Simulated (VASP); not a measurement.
TaN, 2 atoms in the cell. The structure is hexagonal, space group P-6m2 (No. 187). The conventional cell has a = 2.940 Å, b = 2.940 Å, c = 2.890 Å, α = 90.00°, β = 90.00°, γ = 120.00°. Within 3.0 Å of Ta (site symmetry -6m2) lie 6 N at 2.23 Å and 8 Ta at 2.89 to 2.94 Å. Within 3.0 Å of N (site symmetry -6m2) lie 6 Ta at 2.23 Å and 8 N at 2.89 to 2.94 Å. 

```yaml
Program: VASP 6.6.1
Task: single point
Functional: r2SCAN
Potentials_or_basis: VASP PAW PBE potentials, release 64 (Ta_pv, N)
Cutoff: 520 eV
k_mesh: 9 × 9 × 6
Occupations: gaussian, width 0.1 eV
Spin: no spin polarisation
Dipole_correction: no
Further_INCAR_settings: ALGO = Normal; EDIFF = 1e-06; NBANDS = 15
```

Potentials or basis: VASP PAW PBE potentials, release 64 (Ta_pv, N).

Run with:

```console
$ cat potpaw_PBE.64/Ta_pv/POTCAR potpaw_PBE.64/N/POTCAR > POTCAR
$ cp INCAR.step1 INCAR
$ mpirun -np 1 vasp_std > vasp.out
$ cp INCAR.step2 INCAR
$ mpirun -np 1 vasp_std > vasp.out
```

Hardware: 1 thread of Intel Xeon 8259CL, with other jobs on the host.

Task: How long does it take, and how much memory?

Result: Wall time 100 s on 1 thread of Intel Xeon 8259CL, with other jobs on the host, peak memory 0.15 GiB. Counts: k points 48.
